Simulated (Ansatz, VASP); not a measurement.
**Cd: VASP beside Ansatz**

```
Cd
1.0
     5.14139    0.00000    0.00000
    -2.57069    4.45257    0.00000
     0.00000    0.00000    3.09918
Cd
3
Direct
  0.00000 0.00000 0.00000
  0.33333 0.66667 0.50000
  0.66667 0.33333 0.50000
```

Alike in both runs: functional PBE; k mesh 7 × 7 × 10; occupations fermi-dirac, width 0.08 eV; no spin polarisation.

Ansatz relaxed the structure, and its values are those at the end. VASP's run is a single point on that final structure, the one shown.

```csv
,VASP,Ansatz
version,VASP 6.6.1,Ansatz 0.2.0
potentials or method,"VASP PAW PBE potentials, release 64 (Cd)","PAW with Ansatz's default frozen-core files, scalar-relativistic"
plane-wave cutoff (eV),520,420
valence electrons in the cell,36,60
```

|  | VASP | Ansatz | Ansatz less VASP |
| --- | --- | --- | --- |
| pressure (GPa) | 0.2 | 0.0 | -0.21 |

With one functional, cell and mesh, what is left measures potentials, basis and numerics. VASP's potentials hold 36 valence electrons a cell and Ansatz's 60, so a difference there can come from the potentials and not from the codes.
